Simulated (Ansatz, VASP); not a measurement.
## Two plane-wave programs on Hg

```
Hg
1.0
     0.00000    2.52506    2.14630
     2.52506    0.00000    2.14630
     2.52506    2.52506    0.00000
Hg
1
Direct
  0.00000 0.00000 0.00000
```

Alike in both runs: task single point; functional PBEsol; k mesh 20 × 20 × 20; occupations gaussian, width 0.15 eV; no spin polarisation.

|  | VASP | Ansatz |
| --- | --- | --- |
| version | VASP 6.6.1 | Ansatz 0.2.0 |
| potentials or method | VASP PAW PBE potentials, release 64 (Hg), cutoff 520 eV | scalar-relativistic, plane waves, PAW |
| valence electrons in the cell | 12 | 20 |

|  | VASP | Ansatz | Ansatz less VASP |
| --- | --- | --- | --- |
| gap on the k mesh at the Fermi level (eV) | none | none | - |
| pressure (GPa) | -2.7 | -2.8 | -0.17 |
| traceless stress, the component that is largest in VASP (GPa) | -0.46 | -0.48 | -0.014 |

VASP's potentials were made for PBE, not for PBEsol. A gap of «none» marks a metal or a gap that the smearing closes. The functional is the same, so the differences come from potentials, cutoffs and numerics. VASP's potentials hold 12 valence electrons a cell and Ansatz's 20, so a difference there can come from the potentials and not from the codes.

Spin-orbit coupling is off throughout.
